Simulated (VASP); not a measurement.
# SnTe in VASP: further runs, part 2 of 2

VASP 6.6.1.

## Step 4: Single point, r2SCAN

This run uses another cell than the first one, of 32.44 Å³/atom.

Input file POSCAR:

```
SnTe
1.0
    0.0000000000      3.1893303454      3.1893303454
    3.1893303454      0.0000000000      3.1893303454
    3.1893303454      3.1893303454      0.0000000000
Sn Te
1 1
Direct
    0.0000000000      0.0000000000      0.0000000000
    0.5000000000      0.5000000000      0.5000000000
```

Input file INCAR.step1:

```
SYSTEM = SnTe
PREC     = Accurate       ! precision mode
ENCUT    = 520            ! plane-wave cutoff, eV
ISMEAR   = -1             ! smearing method
SIGMA    = 0.02           ! smearing width, eV
LREAL    = .FALSE.        ! projectors in reciprocal space
LASPH    = .TRUE.         ! aspherical terms in the spheres
NELM     = 80             ! most SCF steps
NBANDS   = 17             ! bands
GGA      = PE             ! functional
ALGO     = Normal         ! electronic algorithm
EDIFF    = 1E-4           ! SCF threshold, eV
LWAVE    = .TRUE.         ! write WAVECAR
LCHARG   = .FALSE.        ! write CHGCAR
```

Input file INCAR.step2:

```
SYSTEM = SnTe
PREC     = Accurate       ! precision mode
ENCUT    = 520            ! plane-wave cutoff, eV
EDIFF    = 1E-6           ! SCF threshold, eV
ISMEAR   = -1             ! smearing method
SIGMA    = 0.02           ! smearing width, eV
LREAL    = .FALSE.        ! projectors in reciprocal space
LASPH    = .TRUE.         ! aspherical terms in the spheres
NELM     = 80             ! most SCF steps
ALGO     = Normal         ! electronic algorithm
ISIF     = 2              ! what is computed and relaxed
LWAVE    = .FALSE.        ! write WAVECAR
LCHARG   = .FALSE.        ! write CHGCAR
METAGGA  = R2SCAN         ! meta-GGA
LMIXTAU  = .TRUE.       
NBANDS   = 17             ! bands
ISTART   = 1
```

Input file KPOINTS:

```
regular mesh
0
G
  8 8 8
  0 0 0
```

Potentials or basis: VASP PAW PBE potentials, release 64 (Sn_d, Te).

The run is started by

```bash
$ cat potpaw_PBE.64/Sn_d/POTCAR potpaw_PBE.64/Te/POTCAR > POTCAR
$ cp INCAR.step1 INCAR
$ mpirun -np 1 vasp_std > vasp.out
$ cp INCAR.step2 INCAR
$ mpirun -np 1 vasp_std > vasp.out
```

OUTCAR:

```text
SYSTEM = SnTe
   PREC = Accurate
   ENCUT = 520
   EDIFF = 1E-6
   ISMEAR = -1
   LREAL = .FALSE.
   LASPH = .TRUE.
   NELM = 80
   ISIF = 2
   METAGGA = R2SCAN
   ISTART = 1

 ion  position               nearest neighbor table
   1  0.000  0.000  0.000-   2 3.19   2 3.19   2 3.19   2 3.19   2 3.19   2 3.19
   2  0.500  0.500  0.500-   1 3.19   1 3.19   1 3.19   1 3.19   1 3.19   1 3.19

  LATTYP: Found a face centered cubic cell.
 ALAT       =     6.3786606908

  Lattice vectors:

 A1 = (   0.0000000000,   3.1893303454,   3.1893303454)
 A2 = (   3.1893303454,   0.0000000000,   3.1893303454)
 A3 = (   3.1893303454,   3.1893303454,   0.0000000000)

Analysis of symmetry for initial positions (statically):
=====================================================================
 Subroutine PRICEL returns:
 Original cell was already a primitive cell.

 Routine SETGRP: Setting up the symmetry group for a
 face centered cubic supercell.

 Subroutine GETGRP returns: Found 48 space group operations
 (whereof 48 operations were pure point group operations)
 out of a pool of 48 trial point group operations.

The static configuration has the point symmetry O_h .

Analysis of symmetry for dynamics (positions and initial velocities):
[... 154 lines left out ...]
  ---------------------------------------------------
  free energy    TOTEN  =       -50.68625751 eV

  energy without entropy =      -50.68618011  energy(sigma->0) =      -50.68621881

 E-fermi :   6.6294     XC(G=0):  -9.8924

 val. band max:        6.5576183985   @ k =   0.5000   0.0000   0.0000
 cond. band min:       6.7011389660   @ k =   0.5000   0.0000   0.0000
 fundamental gap:      0.1435205675
 Fermi energy:         6.6293776741

 k-point     1 :       0.0000    0.0000    0.0000
  band No.  band energies     occupation
      1     -16.1852      2.00000
      2     -16.1852      2.00000
      3     -16.1767      2.00000
      4     -16.1767      2.00000
      5     -16.1767      2.00000
      6      -6.6566      2.00000
[... 457 lines left out ...]
      4     -16.1722      2.00000
      5     -16.1694      2.00000
      6      -5.2088      2.00000
[... 9 lines left out ...]
     16      16.2467      0.00000
     17      16.4909      0.00000

 [... further k-points ...]
[... 5 lines left out ...]
  --------------------------------------------------------------------------------------
  -------------------------------------------------------------------------------------
  Total       -0.0354757     -0.0354757     -0.0354757      0.0000000     -0.0000000      0.0000000
  in kB       -0.8760186     -0.8760186     -0.8760186      0.0000000     -0.0000000      0.0000000
  external PRESSURE =      -0.8760186 kB  Pullay stress =       0.0000000 kB

 VOLUME and BASIS-vectors are now :
 -----------------------------------------------------------------------------
  energy-cutoff  :      520.00
  volume of cell :       64.88
      direct lattice vectors                 reciprocal lattice vectors
     0.000000000  3.189330345  3.189330345    -0.156772722  0.156772722  0.156772722
     3.189330345  0.000000000  3.189330345     0.156772722 -0.156772722  0.156772722
     3.189330345  3.189330345  0.000000000     0.156772722  0.156772722 -0.156772722

 POSITION                                       TOTAL-FORCE (eV/Angst)
 -----------------------------------------------------------------------------------
      0.00000      0.00000      0.00000         0.000000      0.000000     -0.000000
      3.18933      3.18933      3.18933        -0.000000      0.000000      0.000000
 -----------------------------------------------------------------------------------
    total drift:                               -0.000000      0.000000      0.000000

  FREE ENERGIE OF THE ION-ELECTRON SYSTEM (eV)
  ---------------------------------------------------
  free  energy   TOTEN  =       -50.6862575117 eV

  energy  without entropy=      -50.6861801073  energy(sigma->0) =      -50.68621881
```

OUTCAR.step1:

```text
SYSTEM = SnTe
   PREC = Accurate
   ENCUT = 520
   ISMEAR = -1
   LREAL = .FALSE.
   LASPH = .TRUE.
[... 701 lines left out ...]
      0.00000      0.00000      0.00000        -0.000000      0.000000      0.000000
      3.18933      3.18933      3.18933         0.000000     -0.000000     -0.000000
 -----------------------------------------------------------------------------------
    total drift:                               -0.000000      0.000000      0.000000

  FREE ENERGIE OF THE ION-ELECTRON SYSTEM (eV)
  ---------------------------------------------------
  free  energy   TOTEN  =        -7.5618985568 eV

  energy  without entropy=       -7.5614695953  energy(sigma->0) =       -7.56168408
```

Wall time 94 s (1 thread of Intel Xeon Platinum 8259CL at 2.50GHz (Skylake/Cascade Lake), shared host); peak memory 0.22 GiB.

Results:

```
Free energy            : -50.6863 eV
Pressure               : -0.1 GPa
Band gap on the k mesh : 0.14 eV
```

Levels at points of the mesh, in eV from the valence-band top:
```csv
k point,band 6,band 7,band 8,band 9,band 10,band 11,band 12,band 13,band 14,band 15
"(0.00, 0.00, 0.00)",-13.21,-4.88,-2.38,-2.38,-2.38,3.36,3.36,3.36,5.04,5.04
"(0.50, 0.00, 0.00)",-11.95,-8.60,-2.02,-2.02,0.00,0.14,0.34,0.34,8.13,8.97
"(0.50, 0.50, 0.00)",-11.65,-6.73,-5.71,-3.93,-3.93,2.47,4.94,4.94,6.44,9.10
```

Caveat: the PAW data sets were made with another functional, which shifts forces and pressure a little; spin-orbit coupling is left out, which moves the levels of the heavy elements. A k mesh can miss the band edges.

## Step 5: Single point, PBE (uniaxial z strain -2.0%)

Input file INCAR:

```
SYSTEM = SnTe
  PREC = Accurate
  ENCUT = 520
  EDIFF = 1E-6
  ISMEAR = -1
  SIGMA = 0.02
  LREAL = .False.
  LASPH = .True.
  NELM = 80
  ALGO = Normal
  ISIF = 2
  LWAVE = .False.
  LCHARG = .False.
  GGA = PE
  NBANDS = 17
```

Input file KPOINTS:

```
Automatic mesh
0
Gamma
  8 8 8
  0 0 0
```

Input file POSCAR:

```
SnTe
1.0
    0.0000000000      3.1893303454      3.1255437385
    3.1893303454      0.0000000000      3.1255437385
    3.1893303454      3.1893303454      0.0000000000
Sn Te
1 1
Direct
    0.0000000000      0.0000000000      0.0000000000
    0.5000000000      0.5000000000      0.5000000000
```

The run is started by

```bash
$ cat potpaw_PBE.64/Sn_d/POTCAR potpaw_PBE.64/Te/POTCAR > POTCAR
$ mpirun -np 1 vasp_std > vasp.out
```

Wall time 51 s (1 thread of Intel Xeon Platinum 8259CL at 2.50GHz (Skylake/Cascade Lake), shared host); peak memory 0.24 GiB.

It converged, with:

- Free energy: -7.5464 eV
- Pressure: 1.5 GPa
- Band gap on the k mesh: 0.07 eV

Stress tensor (GPa, compression positive):
```
0.62 0.00 0.00
0.00 0.62 0.00
0.00 0.00 3.22
```

Levels at points of the mesh, in eV from the valence-band top:
```csv
k point,band 8,band 9,band 10,band 11,band 12,band 13
"(0.00, 0.00, 0.00)",-2.26,-2.04,-2.04,3.15,3.15,3.64
"(0.50, 0.00, 0.00)",-1.80,-1.75,0.00,0.07,0.34,0.44
"(0.50, 0.50, 0.00)",-5.50,-3.71,-3.71,2.20,4.78,4.78
"(0.50, 0.00, 0.50)",-5.46,-3.77,-3.54,2.25,4.61,5.14
```

Caveat: the cell differs from its parent crystal (uniaxial z strain -2.0%); spin-orbit coupling is left out, which moves the levels of the heavy elements. A k mesh can miss the band edges.

## Step 6: Single point, PBE (uniaxial z strain -1.0%)

Input file INCAR:

```
SYSTEM = SnTe
  PREC = Accurate
  ENCUT = 520
  EDIFF = 1E-6
  ISMEAR = -1
  SIGMA = 0.02
  LREAL = .FALSE.
  LASPH = .TRUE.
  NELM = 80
  ALGO = Normal
  ISIF = 2
  LWAVE = .FALSE.
  LCHARG = .TRUE.
  GGA = PE
  LELF = .TRUE.
  LVHAR = .TRUE.
  NBANDS = 17
```

Input file KPOINTS:

```
regular mesh
0
G
  8 8 8
  0 0 0
```

Input file POSCAR:

```
SnTe
1.0
    0.0000000000      3.1893303454      3.1574370420
    3.1893303454      0.0000000000      3.1574370420
    3.1893303454      3.1893303454      0.0000000000
Sn Te
1 1
Direct
    0.0000000000      0.0000000000      0.0000000000
    0.5000000000      0.5000000000      0.5000000000
```

Potentials or basis: VASP PAW PBE potentials, release 64 (Sn_d, Te).

The run is started by

```bash
$ cat potpaw_PBE.64/Sn_d/POTCAR potpaw_PBE.64/Te/POTCAR > POTCAR
$ mpirun -np 1 vasp_std > vasp.out
```

It took 56 s on 1 thread of Intel Xeon Platinum 8259CL at 2.50GHz (Skylake/Cascade Lake), shared host; peak memory 0.24 GiB.

The run converged. Its results:

```yaml
Free_energy: -7.5568 eV
Pressure: 1.0 GPa
Band_gap_on_the_k_mesh: 0.02 eV
```

Stress tensor (GPa, compression positive):
```
0.59 0.00 0.00
0.00 0.59 0.00
0.00 0.00 1.82
```

Levels at points of the mesh, in eV from the valence-band top:
```tsv
k point	band 8	band 9	band 10	band 11	band 12	band 13
(0.00, 0.00, 0.00)	-2.17	-2.06	-2.06	3.19	3.19	3.43
(0.50, 0.00, 0.00)	-1.78	-1.76	0.00	0.02	0.36	0.41
(0.50, 0.50, 0.00)	-5.43	-3.66	-3.66	2.24	4.75	4.75
(0.50, 0.00, 0.50)	-5.41	-3.69	-3.58	2.26	4.66	4.92
```

Caveat: the cell differs from its parent crystal (uniaxial z strain -1.0%); spin-orbit coupling is left out, which moves the levels of the heavy elements.

## Step 7: Summary

```csv
level,spin,cell,gap on the mesh (eV),pressure (GPa)
r2SCAN,"non-collinear, zero start, SOC","a = 4.488, b = 4.488, c = 4.510 Å, angles 59.8, 59.8, 60.3°, 2 atoms",-,0.3
PBE,off,"a = 4.510 Å, angles 60.0°, 2 atoms",0.01,0.6
r2SCAN,off,"a = 4.510 Å, angles 60.0°, 2 atoms",0.14,-0.1
PBE,off,"a = 4.466, b = 4.466, c = 4.510 Å, angles 59.7, 59.7, 60.7°, 2 atoms",0.07,1.5
PBE,off,"a = 4.488, b = 4.488, c = 4.510 Å, angles 59.8, 59.8, 60.3°, 2 atoms",0.02,1.0
```

Alike in all rows: task single point; potentials or basis VASP PAW PBE potentials, release 64 (Sn_d, Te); k mesh 8 × 8 × 8; cutoff (eV) 520; smearing fermi-dirac 0.02 eV.

Caveats: spin-orbit coupling is left out, which moves the levels of the heavy elements (at least some runs); the PAW data sets were made with another functional, which shifts forces and pressure a little (at least some runs).

Total energies depend on the potentials used, so only differences within one code and one set of settings carry meaning.
